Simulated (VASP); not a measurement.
Crystal: GaN.

```
Ga N
1.0
     0.00000    2.25350    2.25350
     2.25350    0.00000    2.25350
     2.25350    2.25350    0.00000
Ga N
1 1
Cartesian
  0.0000 0.0000 0.0000
  3.3803 3.3803 3.3803
```

Base run:

| Quantity | Value |
| --- | --- |
| Program | VASP 6.6.1 |
| Functional | PBE |
| Dispersion | D3(BJ) |
| Potentials or basis | VASP PAW PBE potentials, release 64 (Ga_d, N) |
| Cutoff | 520 eV |
| k mesh | 7 × 7 × 7 |
| Occupations | gaussian, width 0.01 eV |
| Spin | no spin polarisation |

Its results: band gap on the k mesh 1.72 eV; pressure 1.4 GPa.

**Question.** The run is repeated on the same cell with these changes: k mesh from 7 × 7 × 7 to 3 × 3 × 3; further incar settings from ALGO = Normal; EDIFF = 1e-06; NBANDS = 16 to ALGO = Normal; EDIFF = 1e-07; NBANDS = 16. What comes out?

**Answer.** Band gap on the k mesh 1.66 eV; pressure 1.7 GPa.

Caveats: some runs use coarse meshes.

